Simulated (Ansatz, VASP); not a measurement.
# Hg in VASP and in Ansatz

```
Hg
1.0
     3.07520    0.00000    0.00000
    -1.53760    2.66320    0.00000
     0.00000    0.00000    5.41940
Hg
2
Direct
  0.66667 0.33333 0.75000
  0.33333 0.66667 0.25000
```

Alike in both runs: task single point; functional PBEsol; dispersion D3(BJ); k mesh 18 × 18 × 10; occupations gaussian, width 0.15 eV; no spin polarisation.

|  | VASP | Ansatz |
| --- | --- | --- |
| version | VASP 6.6.1 | Ansatz 0.2.0 |
| potentials or method | VASP PAW PBE potentials, release 64 (Hg), cutoff 520 eV | scalar-relativistic, plane waves, PAW |
| valence electrons in the cell | 24 | 40 |

Ansatz gave:

| Item | Value |
| --- | --- |
| gap on the k mesh at the Fermi level (eV) | none |
| pressure (GPa) | -0.9 |
| traceless stress, the component that is largest in VASP (GPa) | -0.36 |

Task: Estimate VASP's values.

Result: gap on the k mesh at the Fermi level (eV): none; pressure (GPa): -0.4; traceless stress, the component that is largest in VASP (GPa): -0.49.

VASP's potentials were made for PBE, not for PBEsol. A gap of «none» marks a metal or a gap that the smearing closes. VASP's potentials hold 24 valence electrons a cell and Ansatz's 40, so a difference there can come from the potentials and not from the codes.

Spin-orbit coupling is off throughout.
